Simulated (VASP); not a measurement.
# Pd (Fmmm) in VASP: single point with PBEsol

Aim: the single point of Pd with PBEsol.

All numbers are computed with VASP 6.6.1; they aren't measurements. Logs are shortened: lines on timing, memory, paths and dates and some standing lists are left out, and cuts for length are marked.

### Step 1. The cell of the first run

It takes space group Fmmm (No. 69, orthorhombic). The conventional cell has a = 2.710 Å, b = 4.619 Å, c = 9.731 Å, α = 90.00°, β = 90.00°, γ = 90.00°. Pd (site symmetry mm2) has 11 Pd at 2.56 to 3.27 Å within 3.4 Å.

### Step 2. Single point, PBEsol

INCAR

```
SYSTEM = Pd
PREC = Accurate ; ENCUT = 520
EDIFF = 1E-6 ; ISMEAR = 0
SIGMA = 0.1 ; LREAL = .FALSE.
LASPH = .TRUE. ; NELM = 60
ALGO = Fast ; ISIF = 2
LWAVE = .FALSE. ; LCHARG = .FALSE.
GGA = PS ; NBANDS = 17
```

KPOINTS

```
regular mesh
0
G
  24 24 24
  0 0 0
```

POSCAR

```
Pd
1.0
    0.0000000000      2.3096213606      4.8653542376
    1.3549687680      0.0000000000      4.8653542376
    1.3549687680      2.3096213606      0.0000000000
Pd
2
Direct
    0.8686922811      0.8686922811      0.1313077189
    0.1313077189      0.1313077189      0.8686922811
```

Potentials or basis: VASP PAW PBE potentials, release 64 (Pd).

Run with:

```console
> cat potpaw_PBE.64/Pd/POTCAR > POTCAR
> mpirun -np 1 vasp_std > vasp.out
```

OUTCAR:

```text
SYSTEM = Pd
   PREC = Accurate
   ENCUT = 520
   EDIFF = 1E-6
   ISMEAR = 0
   LREAL = .FALSE.
   LASPH = .TRUE.
   NELM = 60
   ISIF = 2
   GGA = PS

 ion  position               nearest neighbor table
   1  0.869  0.869  0.131-   2 2.56   2 2.68   2 2.68   2 3.27   2 3.27
   2  0.131  0.131  0.869-   1 2.56   1 2.68   1 2.68   1 3.27   1 3.27

  LATTYP: Found a face centered orthorhombic cell.
 ALAT       =     2.7099375360
 B/A-ratio  =     1.7045568984
 C/A-ratio  =     3.5907500988

  Lattice vectors:

 A1 = (   0.0000000000,   2.3096213606,   4.8653542376)
 A2 = (   1.3549687680,   0.0000000000,   4.8653542376)
 A3 = (   1.3549687680,   2.3096213606,   0.0000000000)

Analysis of symmetry for initial positions (statically):
=====================================================================
 Subroutine PRICEL returns:
 Original cell was already a primitive cell.

 Routine SETGRP: Setting up the symmetry group for a
 face centered orthorhombic supercell.

 Subroutine GETGRP returns: Found  8 space group operations
 (whereof  8 operations were pure point group operations)
 out of a pool of  8 trial point group operations.

The static configuration has the point symmetry D_2h.

Analysis of symmetry for dynamics (positions and initial velocities):
=====================================================================
 Subroutine PRICEL returns:
 Original cell was already a primitive cell.

 Routine SETGRP: Setting up the symmetry group for a
 face centered orthorhombic supercell.

 Subroutine GETGRP returns: Found  8 space group operations
 (whereof  8 operations were pure point group operations)
 out of a pool of  8 trial point group operations.

The dynamic configuration has the point symmetry D_2h.

 Subroutine INISYM returns: Found  8 space group operations
 (whereof  8 operations are pure point group operations),
 and found     1 'primitive' translations

----------------------------------------------------------------------------------------

                                     Primitive cell

  volume of cell :      30.4519

  direct lattice vectors                    reciprocal lattice vectors
     0.000000000  2.309621361  4.865354238    -0.369012196  0.216485701  0.102767440
     1.354968768  0.000000000  4.865354238     0.369012196 -0.216485701  0.102767440
     1.354968768  2.309621361  0.000000000     0.369012196  0.216485701 -0.102767440

  length of vectors
     5.385723971  5.050506135  2.677739941     0.439996825  0.439996825  0.439996825

  position of ions in fractional coordinates (direct lattice)
     0.868692281  0.868692281  0.131307719
     0.131307719  0.131307719  0.868692281

  ion indices of the primitive-cell ions
   primitive index   ion index
                 1           1
                 2           2

----------------------------------------------------------------------------------------

 KPOINTS: regular mesh

Automatic generation of k-mesh.
 Grid dimensions read from file:
 generate k-points for:   24   24   24

 Generating k-lattice:

  Cartesian coordinates                     Fractional coordinates (reciprocal lattice)
    -0.015375508  0.009020238  0.004281977     0.041666667  0.000000000 -0.000000000
     0.015375508 -0.009020238  0.004281977     0.000000000  0.041666667  0.000000000
     0.015375508  0.009020238 -0.004281977    -0.000000000  0.000000000  0.041666667

  Length of vectors
     0.018333201  0.018333201  0.018333201

  Shift w.r.t. Gamma in fractional coordinates (k-lattice)
     0.000000000  0.000000000  0.000000000

 Subroutine IBZKPT returns following result:
 ===========================================

 Found   1963 irreducible k-points:

 Following reciprocal coordinates:
            Coordinates               Weight
  0.000000  0.000000  0.000000      1.000000
  0.041667 -0.000000  0.000000      8.000000
  0.083333 -0.000000  0.000000      8.000000
  0.125000  0.000000  0.000000      8.000000
  0.166667 -0.000000  0.000000      8.000000
  0.208333  0.000000  0.000000      8.000000
[... 16 lines left out ...]
  0.416667  0.041667  0.000000      8.000000
  0.458333  0.041667  0.000000      8.000000
 [... further k-points ...]
   k-points           NKPTS =   1963   k-points in BZ     NKDIM =   1963   number of bands    NBANDS=     17
   number of dos      NEDOS =    301   number of ions     NIONS =      2
   total plane-waves  NPLWV =  32000
   dimension x,y,z NGX =    40 NGY =   40 NGZ =   20
   dimension x,y,z NGXF=    80 NGYF=   80 NGZF=   40
   ions per type =               2
   NGX,Y,Z   is equivalent  to a cutoff of  12.35, 13.17, 12.42 a.u.
   NGXF,Y,Z  is equivalent  to a cutoff of  24.69, 26.33, 24.83 a.u.
 SYSTEM =  Pd
   PREC   = accura    normal or accurate (medium, high low for compatibility)
   ISTART =      0    job   : 0-new  1-cont  2-samecut
   ICHARG =      2    charge: 1-file 2-atom 10-const
   ISPIN  =      1    spin polarized calculation?
   LNONCOLLINEAR =      F non collinear calculations
   LSORBIT =      F    spin-orbit coupling
   LASPH  =      T    aspherical Exc in radial PAW
   ENCUT  =  520.0 eV  38.22 Ry    6.18 a.u.  10.01  9.39  4.98*2*pi/ulx,y,z
   NELM   =     60;   NELMIN=  2; NELMDL= -5     # of ELM steps
   EDIFF  = 0.1E-05   stopping-criterion for ELM
   LREAL  =      F    real-space projection
   EDIFFG = 0.1E-04   stopping-criterion for IOM
   NSW    =      0    number of steps for IOM
   IBRION =     -1    ionic relax: 0-MD 1-quasi-New 2-CG
   NFREE  =      0    steps in history (QN), initial steepest desc. (CG)
   ISIF   =      2    stress and relaxation
   ISYM   =      2    0-nonsym 1-usesym 2-fastsym
   POTIM  = 0.5000    time-step for ionic-motion
   TEBEG  =    0.0;   TEEND  =   0.0 temperature during run
   PSTRESS=    0.0 pullay stress
   NELECT =      20.0000    total number of electrons
   NUPDOWN=      -1.0000    fix difference up-down
   EMIN   =  10.00;   EMAX   =-10.00  energy-range for DOS
   EFERMI =   0.00;   METHOD = LEGACY
   ISMEAR =     0;   SIGMA  =   0.10  broadening in eV -4-tet -1-fermi 0-gaus
   EFERMI_NEDOS =   21; number of points for ismear=-14 and -15
   IALGO  =     68    algorithm
   IMIX   =      4    mixing-type and parameters
     AMIX     =   0.40;   BMIX     =  1.00
     AMIX_MAG =   1.60;   BMIX_MAG =  1.00
  volume/ion in A,a.u.               =      15.23       102.75
  Fermi-wavevector in a.u.,A,eV,Ry     =   1.423028  2.689132 27.551900  2.025008
  Thomas-Fermi vector in A             =   2.543669
   LORBIT       =      0    0 simple, 1 ext, 2 COOP (PROOUT), +10 PAW based schemes
   GGA     = PS    functional components
   LHFCALC =     F    Hartree Fock is set to
   AEXX    =    0.0000 exact exchange contribution
   IVDW    =     0    specifies the selected vdW correction
   LEPSILON=     F    determine dielectric tensor
   LRPA    =     F    only Hartree local field effects (RPA)
 non-spin polarized calculation
 RMM-DIIS sequential band-by-band and
 Gauss-broadening in eV      SIGMA  =   0.10
  energy-cutoff  :      520.00
  volume of cell :       30.45
 maximum number of plane-waves:       839
   NGX = 21   NGY = 19   NGZ =  9

 number of electron      20.0000001 magnetization

 Free energy of the ion-electron system (eV)
  ---------------------------------------------------
  ext. energy  EPLUGINS =         0.00000000
  ---------------------------------------------------
  free energy    TOTEN  =       -11.57801420 eV

  energy without entropy =      -11.56143071  energy(sigma->0) =      -11.56972245

 E-fermi :   9.2641     XC(G=0): -13.1417

 val. band max:        9.2638307623   @ k =  -0.2917   0.2083   0.5000
 cond. band min:       9.2641039498   @ k =  -0.2083   0.0833   0.1667
 fundamental gap:      0.0002731874
 Fermi energy:         9.2641019300

 k-point     1 :       0.0000    0.0000    0.0000
  band No.  band energies     occupation
      1       2.1300      2.00000
      2       4.1546      2.00000
      3       4.8264      2.00000
      4       6.3816      2.00000
      5       6.5651      2.00000
      6       6.5812      2.00000
[... 9 lines left out ...]
     16      27.7219      0.00000
     17      32.5900      0.00000

 k-point     2 :       0.0417   -0.0000    0.0000
  band No.  band energies     occupation
      1       2.1926      2.00000
      2       4.2049      2.00000
      3       4.8475      2.00000
      4       6.3674      2.00000
      5       6.5407      2.00000
      6       6.6169      2.00000
[... 9 lines left out ...]
     16      27.7263      0.00000
     17      31.7990      0.00000

 k-point     3 :       0.0833   -0.0000    0.0000
  band No.  band energies     occupation
      1       2.3769      2.00000
      2       4.3492      2.00000
      3       4.9090      2.00000
      4       6.3086      2.00000
      5       6.4660      2.00000
      6       6.7307      2.00000
[... 9 lines left out ...]
     16      27.6872      0.00000
     17      30.5998      0.00000

 k-point     4 :       0.1250    0.0000    0.0000
  band No.  band energies     occupation
      1       2.6713      2.00000
      2       4.5627      2.00000
      3       5.0060      2.00000
      4       6.1948      2.00000
      5       6.3553      2.00000
      6       6.8699      2.00000
[... 9 lines left out ...]
     16      27.8363      0.00000
     17      29.4939      0.00000
[... 343 lines left out ...]
      1       4.2062      2.00000
      2       4.6046      2.00000
      3       4.9663      2.00000
      4       5.0638      2.00000
      5       6.9439      2.00000
      6       7.3154      2.00000
[... 9 lines left out ...]
     16      26.0814      0.00000
     17      27.6112      0.00000

 k-point    23 :       0.4167    0.0417    0.0000
  band No.  band energies     occupation
      1       4.1732      2.00000
      2       4.4123      2.00000
      3       4.8581      2.00000
      4       5.0051      2.00000
      5       7.2116      2.00000
      6       7.4709      2.00000
[... 9 lines left out ...]
     16      25.4678      0.00000
     17      26.8732      0.00000

 k-point    24 :       0.4583    0.0417    0.0000
  band No.  band energies     occupation
      1       4.1138      2.00000
      2       4.2641      2.00000
      3       4.7561      2.00000
      4       4.9900      2.00000
      5       7.3163      2.00000
      6       7.4393      2.00000
[... 9 lines left out ...]
     16      24.9558      0.00000
     17      26.2791      0.00000

 [... further k-points ...]
[... 5 lines left out ...]
  --------------------------------------------------------------------------------------
  -------------------------------------------------------------------------------------
  Total       -0.0512562     -0.0670661     -0.0745792     -0.0000000      0.0000000      0.0000000
  in kB       -2.6967606     -3.5285749     -3.9238642     -0.0000000      0.0000000      0.0000000
  external PRESSURE =      -3.3830666 kB  Pullay stress =       0.0000000 kB

 VOLUME and BASIS-vectors are now :
 -----------------------------------------------------------------------------
  energy-cutoff  :      520.00
  volume of cell :       30.45
      direct lattice vectors                 reciprocal lattice vectors
     0.000000000  2.309621361  4.865354238    -0.369012196  0.216485701  0.102767440
     1.354968768  0.000000000  4.865354238     0.369012196 -0.216485701  0.102767440
     1.354968768  2.309621361  0.000000000     0.369012196  0.216485701 -0.102767440

 POSITION                                       TOTAL-FORCE (eV/Angst)
 -----------------------------------------------------------------------------------
      1.35497      2.30962      8.45299         0.000000      0.000000      0.009791
      1.35497      2.30962      1.27772         0.000000      0.000000     -0.009791
 -----------------------------------------------------------------------------------
    total drift:                                0.000000      0.000000      0.000000

  FREE ENERGIE OF THE ION-ELECTRON SYSTEM (eV)
  ---------------------------------------------------
  free  energy   TOTEN  =       -11.5780141951 eV

  energy  without entropy=      -11.5614307124  energy(sigma->0) =      -11.56972245
```

Wall time 15 min (1 thread of AMD EPYC 9R45 (Zen 5), shared host); peak memory 0.86 GiB.

Results:

| Quantity | Value |
| --- | --- |
| Free energy | -11.5780 eV |
| Pressure | -0.3 GPa |
| Largest force | 0.010 eV/Å |
| Band gap on the k mesh | zero (bands 10 and 11 overlap by 1.51 eV) |

Forces on the atoms (eV/Å):
```
Pd   0.000  0.000  0.010
Pd   0.000  0.000 -0.010
```

Levels at points of the mesh, in eV from the Fermi level:
```csv
k point,band 7,band 8,band 9,band 10,band 11,band 12,band 13,band 14
"(0.00, 0.00, 0.00)",-2.41,-1.43,-1.39,-0.78,-0.25,0.12,5.66,17.81
"(0.50, 0.00, 0.00)",-0.85,-0.81,0.16,0.23,2.39,4.17,6.38,10.40
"(0.50, 0.50, 0.00)",-2.50,-2.29,-2.11,-1.06,-0.66,0.11,10.99,12.35
"(0.50, 0.00, 0.50)",-1.33,0.20,0.28,0.58,0.68,6.61,6.86,6.99
"(0.00, 0.50, 0.50)",-1.39,-0.23,0.13,0.36,3.82,4.47,6.59,6.86
```

Caveat: the PAW data sets were made with another functional, which shifts forces and pressure a little.
